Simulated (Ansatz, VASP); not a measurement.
**Be in VASP and in Ansatz**

```xyz
2
Lattice="2.2853 0.0000 0.0000 -1.1426 1.9791 0.0000 0.0000 0.0000 3.5842" Properties=species:S:1:pos:R:3 pbc="T T T"
Be    1.1427    0.6597    2.6882
Be    0.0000    1.3194    0.8961
```

Alike in both runs: functional revPBE; k mesh 8 × 8 × 4; occupations fermi-dirac, width 0.05 eV; no spin polarisation.

```csv
,VASP,Ansatz
version,VASP 6.6.1,Ansatz 0.2.0
potentials or method,"VASP PAW PBE potentials, release 64 (Be)",Ansatz PAW
plane-wave cutoff (eV),520,420
valence electrons in the cell,4,4
task,single point,projected density of states
```

|  | VASP | Ansatz | Ansatz less VASP |
| --- | --- | --- | --- |
| gap on the k mesh at the Fermi level (eV) | none | none | - |
| pressure (GPa) | -0.2 | -0.3 | -0.04 |
| traceless stress, the component that is largest in VASP (GPa) | 2.54 | 2.51 | -0.028 |

VASP's potentials were made for PBE, not for revPBE. A gap of «none» marks a metal or a gap that the smearing closes.

The k mesh is coarse, so the values compare programs but aren't converged.
